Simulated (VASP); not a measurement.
CuO: single point with PBE

The system is CuO.

```
Cu O
1.0
     0.00000    2.19054    2.19054
     2.19054    0.00000    2.19054
     2.19054    2.19054    0.00000
Cu O
1 1
Direct
  0.00000 0.00000 0.00000
  0.50000 0.50000 0.50000
```

```yaml
Program: VASP 6.6.1
Task: single point
Functional: PBE
Potentials_or_basis: VASP PAW PBE potentials, release 64 (Cu, O)
Cutoff: 520 eV
k_mesh: 22 × 22 × 22
Occupations: gaussian, width 0.1 eV
Spin: no spin polarisation
```

| Property | Result |
| --- | --- |
| Pressure | -13.4 GPa |
| Band gap on the k mesh | zero (an odd number of electrons rules out a gap without spin polarisation) |

Levels at points of the mesh, in eV from the Fermi level:
```tsv
k point	band 7	band 8	band 9	band 10	band 11	band 12
(0.00, 0.00, 0.00)	-1.97	-1.93	-1.93	1.03	17.89	18.07
(0.50, 0.00, 0.00)	-1.26	0.65	0.65	5.63	8.76	13.25
(0.50, 0.50, 0.00)	-1.48	-1.48	-1.40	5.19	10.03	11.84
```

Run time: 2 min on 1 thread of Intel Xeon 8259CL, on a shared host, peak memory 0.23 GiB.

Caveat: the cell stands under tension; an odd number of electrons without spin polarisation forces a metal; a magnetic or distorted state may lie lower; semilocal functionals often make such compounds metallic where correlation or magnetic order opens a gap, which also shifts bond lengths. With open d or f shells a metallic result of PBE can be an artefact of self-interaction; +U or a hybrid may open a gap.
